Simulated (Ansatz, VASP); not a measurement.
One calculation of SnO2, two programs

```
Sn O
1.0
     1.67065    0.96455    4.52480
    -1.67065    0.96455    4.52480
     0.00000   -1.92910    4.52480
Sn O
1 2
Cartesian
  0.0000 0.0000 6.7872
  0.0000 0.0000 3.1884
  0.0000 0.0000 10.3860
```

Alike in both runs: task single point; functional PBE; k mesh 12 × 12 × 12; occupations gaussian, width 0.05 eV; no spin polarisation.

```csv
,VASP,Ansatz
version,VASP 6.6.1,Ansatz 0.2.0
potentials or method,"VASP PAW PBE potentials, release 64 (Sn_d, O), cutoff 520 eV","scalar-relativistic, plane waves, PAW"
valence electrons in the cell,26,26
```

|  | VASP | Ansatz | Ansatz less VASP |
| --- | --- | --- | --- |
| gap on the k mesh at the Fermi level (eV) | 1.29 | 1.31 | +0.018 |
| least direct gap on the mesh (eV) | 1.41 | 1.43 | +0.014 |
| pressure (GPa) | -3.8 | -4.3 | -0.53 |
| traceless stress, the component that is largest in VASP (GPa) | 5.92 | 6.34 | +0.424 |
| rms of the force components (eV/Å) | 0.195 | 0.173 | -0.0219 |

Atom by atom the forces differ by 0.022 eV/Å (rms over components).
